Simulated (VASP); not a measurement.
A run of VASP 6.6.1 is set up as follows.

Contents of INCAR:

```
SYSTEM = RbCl
PREC     = Accurate       ! precision mode
ENCUT    = 500            ! plane-wave cutoff, eV
EDIFF    = 1E-6           ! SCF threshold, eV
ISMEAR   = 0              ! smearing method
SIGMA    = 0.01           ! smearing width, eV
LREAL    = .FALSE.        ! projectors in reciprocal space
LASPH    = .TRUE.         ! aspherical terms in the spheres
NELM     = 120            ! most SCF steps
ALGO     = Normal         ! electronic algorithm
ISIF     = 2              ! what is computed and relaxed
LWAVE    = .FALSE.        ! write WAVECAR
LCHARG   = .FALSE.        ! write CHGCAR
GGA      = PE             ! functional
NBANDS   = 15             ! bands
GGA_COMPAT= .FALSE.
```

File KPOINTS:

```
Automatic mesh
0
G
  5 5 5
  0 0 0
```

The input POSCAR:

```
RbCl
1.0
    4.6301350000      0.0000000000      0.0000000000
    2.3150675000      4.0098145330      0.0000000000
    2.3150675000      1.3366048443      3.7804893967
Rb Cl
1 1
Direct
    0.0000000000      0.0000000000      0.0000000000
    0.5000000000      0.5000000000      0.5000000000
```

Potentials or basis: VASP PAW PBE potentials, release 64 (Rb_sv, Cl).

Launch:

```sh
$ cat potpaw_PBE.64/Rb_sv/POTCAR potpaw_PBE.64/Cl/POTCAR > POTCAR
$ mpirun -np 1 vasp_std > vasp.out
```

Problem. Predict the band gap on the k mesh.

Solution. 5.05 eV, direct.

Problem. Predict the pressure.

Solution. 1.2 GPa.

As with any semilocal functional, this PBE gap is likely too small.
